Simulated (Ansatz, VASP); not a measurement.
**Sn in VASP and in Ansatz**

```
Sn
1.0
    -1.66577    1.76563    2.29581
     1.74442   -1.79906    2.37926
     1.68238    1.81521   -2.32119
Sn
1
Cartesian
  -0.0176 0.0062 -0.0314
```

Change from the starting cell: cell strained at random at fixed volume.

Alike in both runs: task single point; functional PBEsol; k mesh 11 × 11 × 11; occupations fermi-dirac, width 0.05 eV; no spin polarisation.

|  | VASP | Ansatz |
| --- | --- | --- |
| version | VASP 6.6.1 | Ansatz 0.2.0 |
| potentials or method | VASP PAW PBE potentials, release 64 (Sn_d) | Ansatz PAW |
| plane-wave cutoff (eV) | 520 | 420 |
| valence electrons in the cell | 14 | 14 |

```csv
,VASP,Ansatz,Ansatz less VASP
gap on the k mesh at the Fermi level (eV),none,none,-
pressure (GPa),-3.6,-3.6,-0.02
"traceless stress, the component that is largest in VASP (GPa)",-0.93,-0.93,+0.003
```

VASP's potentials were made for PBE, not for PBEsol. A gap of «none» marks a metal or a gap that the smearing closes.
